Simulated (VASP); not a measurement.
Write the native input for VASP 6.6.1 that does the following.

```
Task                   : relaxation of cell and atoms
Functional             : PBE
Potentials or basis    : VASP PAW PBE potentials, release 64 (Rb_sv, Cu)
Cutoff                 : 600 eV
k mesh                 : 6 × 6 × 6
Occupations            : gaussian, width 0.02 eV
Spin                   : no spin polarisation
Dipole correction      : no
Further INCAR settings : ALGO = Normal; EDIFF = 1e-07; IBRION = 2; EDIFFG = -0.01; NSW = 100; ISIF = 3
```

The structure of RbCu lies in POSCAR:

```
RbCu
1.0
    4.7394123755      0.0000000000      0.0000000000
   -2.3697061877      4.1044515162      0.0000000000
    0.0000000000      0.0000000000      4.4670292579
Rb Cu
1 1
Direct
    0.3333333333      0.6666666667      0.5000000000
    0.0000000000      0.0000000000      0.0000000000
```

The cell was generated, and may not be a known phase.

The input as run:

INCAR

```
PREC = Accurate
ENCUT = 600
EDIFF = 1E-7
ISMEAR = 0
SIGMA = 0.02
LREAL = False
LASPH = True
NELM = 120
ALGO = Normal
ISIF = 3
LWAVE = False
LCHARG = False
GGA = PE
IBRION = 2
NSW = 100
EDIFFG = -0.01
GGA_COMPAT = False
NELMIN = 4
```

KPOINTS

```
Automatic mesh
0
Gamma
  6 6 6
```

Potentials or basis: VASP PAW PBE potentials, release 64 (Rb_sv, Cu).

Command:

```bash
$ cat potpaw_PBE.64/Rb_sv/POTCAR potpaw_PBE.64/Cu/POTCAR > POTCAR
$ mpirun -np 1 vasp_std > vasp.out
```

Results of the run:

```
Relaxed volume                        : 44.91 Å³/atom
Relaxed cell                          : a = 4.839 Å, b = 4.839 Å, c = 4.428 Å, α = 90.00°, β = 90.00°, γ = 120.00°
Space group after relaxing (to 0.1 Å) : P-6m2 (No. 187)
Energy gained by relaxing             : 1.7 meV/atom
Ionic steps                           : 6
Pressure after relaxing               : 0.0 GPa
Band gap on the k mesh                : 0.83 eV (least direct gap 1.13 eV)
```

Wall time 3.5 min on 1 thread of Intel Xeon 8259CL, with other jobs on the host, peak memory 0.26 GiB.
